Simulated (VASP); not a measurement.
Here is a VASP 6.6.1 calculation.

The input POSCAR:

```
CdRu2
1.0
    0.0000000000      3.6444295358      3.6444295358
    3.6444295358      0.0000000000      3.6444295358
    3.6444295358      3.6444295358      0.0000000000
Cd Ru
2 4
Direct
    0.5000000000      0.5000000000      0.5000000000
    0.7500000000      0.7500000000      0.7500000000
    0.1250000000      0.1250000000      0.1250000000
    0.6250000000      0.1250000000      0.1250000000
    0.1250000000      0.1250000000      0.6250000000
    0.1250000000      0.6250000000      0.1250000000
```

File INCAR.step1:

```
SYSTEM = CdRu2
  PREC = Accurate
  ENCUT = 520
  ISMEAR = 0
  SIGMA = 0.1
  LREAL = .FALSE.
  LASPH = .TRUE.
  NELM = 100
  NBANDS = 49
  GGA = PE
  ALGO = Normal
  EDIFF = 1E-4
  LWAVE = .TRUE.
  LCHARG = .FALSE.
```

The input INCAR.step2:

```
SYSTEM = CdRu2
  PREC = Accurate
  ENCUT = 520
  EDIFF = 1E-6
  ISMEAR = 0
  SIGMA = 0.1
  LREAL = .FALSE.
  LASPH = .TRUE.
  NELM = 100
  ALGO = Normal
  ISIF = 2
  LWAVE = .FALSE.
  LCHARG = .FALSE.
  METAGGA = R2SCAN
  LMIXTAU = .TRUE.
  NBANDS = 49
  ISTART = 1
```

KPOINTS

```
Automatic mesh
0
G
  8 8 8
  0 0 0
```

Potentials or basis: VASP PAW PBE potentials, release 64 (Cd, Ru_pv).

Command:

```console
$ cat potpaw_PBE.64/Cd/POTCAR potpaw_PBE.64/Ru_pv/POTCAR > POTCAR
$ cp INCAR.step1 INCAR
$ mpirun -np 1 vasp_std > vasp.out
$ cp INCAR.step2 INCAR
$ mpirun -np 1 vasp_std > vasp.out
```

Task: Estimate the pressure.

Result: 1.1 GPa.

Task: What does it give for the band gap on the k mesh?

Result: Zero (band 40 reaches 8.54 eV, above the bottom of band 41 at 7.97 eV).

Caveat: the PAW data sets were made with another functional, which shifts forces and pressure a little.
